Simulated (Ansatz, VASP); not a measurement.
# C32Br in VASP and in Ansatz

```xyz
33
Lattice="9.8640 0.0000 0.0000 -4.9320 8.5425 0.0000 0.0000 0.0000 12.0000" Properties=species:S:1:pos:R:3 pbc="T T T"
C     0.0271   -0.0127    0.9605
C     1.2574    0.6976    0.9615
C    -1.2084    2.1210    0.9580
C     0.0251    2.8333    0.9588
C    -2.4421    4.2567    0.9597
C    -1.2085    4.9689    0.9606
C    -3.6748    6.3929    0.9578
C    -2.4412    7.1050    0.9578
C     2.4914   -0.0156    0.9608
C     3.7236    0.6920    0.9723
C     1.2567    2.1229    0.9618
C     2.4857    2.8361    0.9736
C     0.0252    4.2567    0.9606
C     1.2578    4.9684    0.9588
C    -1.2084    6.3934    0.9597
C     0.0243    7.1050    0.9576
C     4.9558   -0.0156    0.9600
C     6.1897    0.6976    0.9601
C     3.7236    2.1214    1.0023
C     4.9615    2.8361    0.9723
C     2.4889    4.2570    0.9618
C     3.7236    4.9691    0.9615
C     1.2579    6.3929    0.9580
C     2.4886    7.1034    0.9601
C     7.4200   -0.0127    0.9598
C     8.6556    0.6999    0.9601
C     6.1904    2.1228    0.9600
C     7.4220    2.8333    0.9576
C     4.9582    4.2571    0.9608
C     6.1893    4.9685    0.9578
C     3.7236    6.3897    0.9605
C     4.9585    7.1034    0.9602
Br    3.7348    2.1150    3.9670
```

Alike in both runs: functional PBE; dispersion D3(BJ); k mesh 2 × 2 × 1; occupations gaussian, width 0.02 eV; collinear spin.

Ansatz relaxed the structure, and its values are those at the end. VASP's run is a single point on that final structure, the one shown.

|  | VASP | Ansatz |
| --- | --- | --- |
| version | VASP 6.6.1 | Ansatz 0.2.0 |
| potentials or method | VASP PAW PBE potentials, release 64 (C, Br), cutoff 520 eV | scalar-relativistic, plane waves, PAW |
| valence electrons in the cell | 135 | 135 |

```tsv
	VASP	Ansatz	Ansatz less VASP
rms of the force components (eV/Å)	0.003	0.001	-0.0020
net moment per atom (μB)	0.03	0.03	0.000
size of the moment on the site where the two differ most (μB)	0.41	0.46	+0.056
```

Site moments also hang on the region over which each program counts them. Ansatz's warnings: xc potential rough in thin density.
